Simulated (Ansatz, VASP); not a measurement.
One calculation of Ag2As, two programs

Contents of INCAR:

```
SYSTEM = Ag2As
PREC = Accurate ; ENCUT = 600
EDIFF = 1E-7 ; ISMEAR = 0
SIGMA = 0.1 ; LREAL = .False.
LASPH = .True. ; NELM = 100
ALGO = Fast ; ISIF = 3
LWAVE = .False. ; LCHARG = .False.
GGA = PE ; IBRION = 2
NSW = 90 ; EDIFFG = -0.04
```

Contents of KPOINTS:

```
Automatic mesh
0
Gamma
  6 6 4
  0 0 0
```

Contents of POSCAR:

```
Ag2As
1.0
    3.8254052000      0.0000000000      0.0000000000
   -1.9127026000      3.3128980800      0.0000000000
    0.0000000000      0.0000000000      4.1314354000
Ag As
2 1
Direct
    0.3333333300      0.6666666700      0.5000000000
    0.6666666700      0.3333333300      0.5000000000
    0.0000000000      0.0000000000      0.0000000000
```

Input for Ansatz:

```yaml
crystal:
  lattice:
    - [3.8254052, 0.0, 0.0]
    - [-1.9127026, 3.31289808, 0.0]
    - [0.0, 0.0, 4.1314354]
  atoms:
    - { symbol: Ag, position: [0.33333333, 0.66666667, 0.5] }
    - { symbol: Ag, position: [0.66666667, 0.33333333, 0.5] }
    - { symbol: As, position: [0.0, 0.0, 0.0] }
basis:
  ecutwfc: 420
kpoints:
  mp_grid: { grid: [6, 6, 4] }
hamiltonian:
  xc: pbe
scf:
  occupations: { method: gaussian, width: 0.1 }
  lower_state_search: "off"
output:
  forces: true
  stress: true
  eigenvalues: true
relax:
  adjacent_minimum: "off"
  f_tol: 0.04
  max_steps: 70
  cell: { stress_tol: 0.4 }
```

Change from the starting cell: species swapped into the AgB2 type (P6/mmm, No. 191).

Alike in both runs: task relaxation of cell and atoms; functional PBE; k mesh 6 × 6 × 4; occupations gaussian, width 0.1 eV; no spin polarisation.

|  | VASP | Ansatz |
| --- | --- | --- |
| version | VASP 6.6.1 | Ansatz 0.2.0 |
| potentials or method | VASP PAW PBE potentials, release 64 (Ag, As), cutoff 600 eV | scalar-relativistic, plane waves, PAW |
| valence electrons in the cell | 27 | 53 |

|  | VASP | Ansatz | Ansatz less VASP |
| --- | --- | --- | --- |
| gap on the k mesh at the Fermi level, each at its own relaxed structure (eV) | none | none | - |
| relaxed volume (Å³/atom) | 19.24 | 19.26 | +0.026 |
| relaxed cell length with the largest relative difference (Å) | 4.672 | 4.675 | +0.0023 |

A gap of «none» marks a metal or a gap that the smearing closes. VASP's potentials hold 27 valence electrons a cell and Ansatz's 53, so a difference there can come from the potentials and not from the codes.

The k mesh is coarse, so the values compare programs but aren't converged.
